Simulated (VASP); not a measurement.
Wanted: the native input for a VASP 6.6.1 run.

| Property | Result |
| --- | --- |
| Task | single point |
| Functional | PBE-based screened hybrid |
| Potentials or basis | VASP PAW PBE potentials, release 64 (K_sv, Br) |
| Cutoff | 520 eV |
| k mesh | 4 × 4 × 4 |
| Occupations | gaussian, width 0.01 eV |
| Spin | no spin polarisation |
| Dipole correction | no |
| Grid for exact exchange (PRECFOCK) | Normal |
| Share of exact exchange | 0.5 |
| Further INCAR settings | ALGO = Normal; EDIFF = 1e-07; NBANDS = 15 |
| Screening parameter | 0.3 1/Å |

KBr:

```
K Br
1.0
     3.97626    0.00000    0.00000
     0.00000    3.97626    0.00000
     0.00000    0.00000    3.97626
K Br
1 1
Direct
  0.00000 0.00000 0.00000
  0.50000 0.50000 0.50000
```

The input as run:

POSCAR

```
KBr
1.0
    3.9762553130      0.0000000000      0.0000000000
    0.0000000000      3.9762553130      0.0000000000
    0.0000000000      0.0000000000      3.9762553130
K Br
1 1
Direct
    0.0000000000      0.0000000000      0.0000000000
    0.5000000000      0.5000000000      0.5000000000
```

INCAR.step1

```
PREC = Accurate ; ENCUT = 520
EDIFF = 1E-5 ; ISMEAR = 0
SIGMA = 0.01 ; LREAL = F
LASPH = T ; NELM = 100
ALGO = Normal ; ISIF = 2
LWAVE = T ; LCHARG = F
NBANDS = 15 ; GGA = PE
```

INCAR.step2

```
PREC = Accurate ; ENCUT = 520
EDIFF = 1E-7 ; ISMEAR = 0
SIGMA = 0.01 ; LREAL = F
LASPH = T ; NELM = 100
ALGO = Normal ; ISIF = 2
LWAVE = F ; LCHARG = F
GGA = PE ; LHFCALC = T
AEXX = 0.5 ; HFSCREEN = 0.3
PRECFOCK = Normal ; NBANDS = 15
ISTART = 1
```

KPOINTS

```
Automatic mesh
0
Gamma
  4 4 4
```

Potentials or basis: VASP PAW PBE potentials, release 64 (K_sv, Br).

The run is started by

```bash
$ cat potpaw_PBE.64/K_sv/POTCAR potpaw_PBE.64/Br/POTCAR > POTCAR
$ cp INCAR.step1 INCAR
$ mpirun -np 1 vasp_std > vasp.out
$ cp INCAR.step2 INCAR
$ mpirun -np 1 vasp_std > vasp.out
```

It gave:

| Property | Result |
| --- | --- |
| Pressure | 0.2 GPa |
| Band gap on the k mesh | 5.95 eV, indirect (least direct gap 6.26 eV) |

Caveat: the PAW data sets were made with another functional, which shifts forces and pressure a little.

Run time: 4.3 min on 1 thread of Intel(R) Xeon(R) 6975P-C (Granite Rapids), with other jobs on the host, peak memory 0.27 GiB.
